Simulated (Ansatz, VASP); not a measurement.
## One calculation of MgGe2, two programs

Contents of INCAR:

```
SYSTEM = MgGe2
PREC = Accurate ; ENCUT = 520
EDIFF = 1E-7 ; ISMEAR = -1
SIGMA = 0.05 ; LREAL = .FALSE.
LASPH = .TRUE. ; NELM = 80
ALGO = Normal ; ISIF = 2
LWAVE = .FALSE. ; LCHARG = .FALSE.
GGA = CA ; NBANDS = 39
```

KPOINTS

```
Automatic mesh
0
G
  8 8 5
  0 0 0
```

Contents of POSCAR:

```
MgGe2
1.0
    5.5214850000     -1.8498460000      0.0000000000
    5.5214850000      1.8498460000      0.0000000000
   -3.2176250000      0.0000000000      6.0077740000
Ge Mg
4 2
Direct
    0.5292340000      0.5292340000      0.2936210000
    0.4707660000      0.4707660000      0.7063790000
    0.8803900000      0.8803900000      0.9854400000
    0.1196100000      0.1196100000      0.0145600000
    0.8152860000      0.8152860000      0.3492530000
    0.1847140000      0.1847140000      0.6507470000
```

The input input.yaml:

```yaml
crystal:
  lattice:
    - [5.521485, -1.849846, 0.0]
    - [5.521485, 1.849846, 0.0]
    - [-3.217625, 0.0, 6.007774]
  atoms:
    - { symbol: Ge, position: [0.529234, 0.529234, 0.293621] }
    - { symbol: Ge, position: [0.470766, 0.470766, 0.706379] }
    - { symbol: Ge, position: [0.88039, 0.88039, 0.98544] }
    - { symbol: Ge, position: [0.11961, 0.11961, 0.01456] }
    - { symbol: Mg, position: [0.815286, 0.815286, 0.349253] }
    - { symbol: Mg, position: [0.184714, 0.184714, 0.650747] }
hamiltonian:
  xc: lda
  pseudopotentials: { kind: paw }
kpoints:
  mp_grid: { grid: [8, 8, 5] }
scf:
  occupations: { method: fermi_dirac, width: 0.05 }
  n_extra_bands: 15
output:
  forces: true
  stress: true
  eigenvalues: true
  dos: { projected: true, de: 0.05, nscf_kmesh: { grid: [12, 12, 8] } }
  write_density: true
  write_potential: true
  elf: true
  volumetric_format: npy
```

Alike in both runs: functional LDA; k mesh 8 × 8 × 5; occupations fermi-dirac, width 0.05 eV; no spin polarisation.

```csv
,VASP,Ansatz
version,VASP 6.6.1,Ansatz 0.2.0
potentials or method,"VASP PAW LDA potentials, release 64 (Ge_d, Mg)",Ansatz PAW
plane-wave cutoff (eV),520,420
valence electrons in the cell,60,76
task,single point,projected density of states
```

|  | VASP | Ansatz | Ansatz less VASP |
| --- | --- | --- | --- |
| gap on the k mesh at the Fermi level (eV) | none | none | - |
| pressure (GPa) | -4.7 | -4.3 | +0.40 |
| traceless stress, the component that is largest in VASP (GPa) | -0.90 | -0.66 | +0.238 |
| rms of the force components (eV/Å) | 0.093 | 0.098 | +0.0049 |

LDA's correlation is that of Perdew and Zunger in VASP and of Perdew and Wang (1992) in Ansatz. Atom by atom the forces differ by 0.007 eV/Å (rms over components). A gap of «none» marks a metal or a gap that the smearing closes. VASP's potentials hold 60 valence electrons a cell and Ansatz's 76, so a difference there can come from the potentials and not from the codes.
